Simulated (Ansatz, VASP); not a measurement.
One calculation of Y2Si3O, two programs

INCAR

```
SYSTEM = Y2Si3O
PREC = Accurate ; ENCUT = 600
EDIFF = 1E-7 ; ISMEAR = 0
SIGMA = 0.1 ; LREAL = .False.
LASPH = .True. ; NELM = 80
ALGO = Normal ; ISIF = 3
LWAVE = .False. ; LCHARG = .False.
GGA = PE ; IBRION = 2
NSW = 100 ; EDIFFG = -0.01
```

The input KPOINTS:

```
Automatic mesh
0
Gamma
  6 6 6
  0 0 0
```

POSCAR

```
Y2Si3O
1.0
    5.9269268065      0.0000000000      0.0000000000
   -2.9634634032      5.1328691808      0.0000000000
    0.0000000000      0.0000000000      5.9004494085
Y Si O
2 3 1
Direct
    0.0000000000      0.0000000000      0.0000000000
    0.0000000000      0.0000000000      0.5000000000
    0.4927274832      0.5072725168      0.5000000000
    0.4927274832      0.9854549664      0.5000000000
    0.0145450336      0.5072725168      0.5000000000
    0.6666666667      0.3333333333      0.5000000000
```

Input for Ansatz:

```yaml
crystal:
  lattice:
    - [5.9269268065, 0.0, 0.0]
    - [-2.9634634032, 5.1328691808, 0.0]
    - [0.0, 0.0, 5.9004494085]
  atoms:
    - { symbol: "Y", position: [0.0, 0.0, 0.0] }
    - { symbol: "Y", position: [0.0, 0.0, 0.5] }
    - { symbol: Si, position: [0.4927274832, 0.5072725168, 0.5] }
    - { symbol: Si, position: [0.4927274832, 0.9854549664, 0.5] }
    - { symbol: Si, position: [0.0145450336, 0.5072725168, 0.5] }
    - { symbol: O, position: [0.6666666667, 0.3333333333, 0.5] }
basis:
  ecutwfc: 420
kpoints:
  mp_grid: { grid: [6, 6, 6] }
hamiltonian:
  xc: pbe
scf:
  occupations: { method: gaussian, width: 0.1 }
output:
  forces: true
  stress: true
  eigenvalues: true
relax:
  adjacent_minimum: "off"
  f_tol: 0.01
  max_steps: 80
  cell: { stress_tol: 0.05 }
```

Alike in both runs: task relaxation of cell and atoms; functional PBE; k mesh 6 × 6 × 6; occupations gaussian, width 0.1 eV; no spin polarisation.

```csv
,VASP,Ansatz
version,VASP 6.6.1,Ansatz 0.2.0
potentials or method,"VASP PAW PBE potentials, release 64 (Y_sv, Si, O), cutoff 600 eV","scalar-relativistic, plane waves, PAW"
valence electrons in the cell,40,40
```

```csv
,VASP,Ansatz,Ansatz less VASP
"gap on the k mesh at the Fermi level, each at its own relaxed structure (eV)",none,none,-
relaxed volume (Å³/atom),29.63,29.69,+0.060
relaxed length of the cell vector where the two differ most in proportion (Å),5.865,5.871,+0.0057
```

A gap of «none» marks a metal or a gap that the smearing closes.
